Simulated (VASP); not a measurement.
The system is AlN.

```
CELL_PARAMETERS angstrom
0.00000 2.16303 2.20731
2.16303 0.00000 2.20731
2.16303 2.16303 0.00000
ATOMIC_POSITIONS crystal
Al 0.00000 0.00000 0.00000
N 0.25000 0.25000 0.25000
```

This cell differs from its parent crystal: epitaxial xy strain -1.0%.

Base run:

| Property | Result |
| --- | --- |
| Program | VASP 6.6.1 |
| Functional | HSE06 |
| Potentials or basis | VASP PAW PBE potentials, release 64 (Al, N) |
| Cutoff | 520 eV |
| k mesh | 8 × 8 × 8 |
| Occupations | gaussian, width 0.01 eV |
| Spin | no spin polarisation |

Its results: band gap on the k mesh 4.50 eV (least direct gap 5.60 eV); pressure 1.3 GPa.

Question: The run is repeated on the same cell with these changes: functional from HSE06 to r2SCAN; k mesh from 8 × 8 × 8 to 10 × 10 × 10. What comes out?

Answer: Band gap on the k mesh 3.88 eV (least direct gap 4.94 eV); pressure 1.7 GPa.

Several settings changed at once.

Caveats: the PAW data sets were made with another functional, which shifts forces and pressure a little.

A k mesh can miss the band edges.
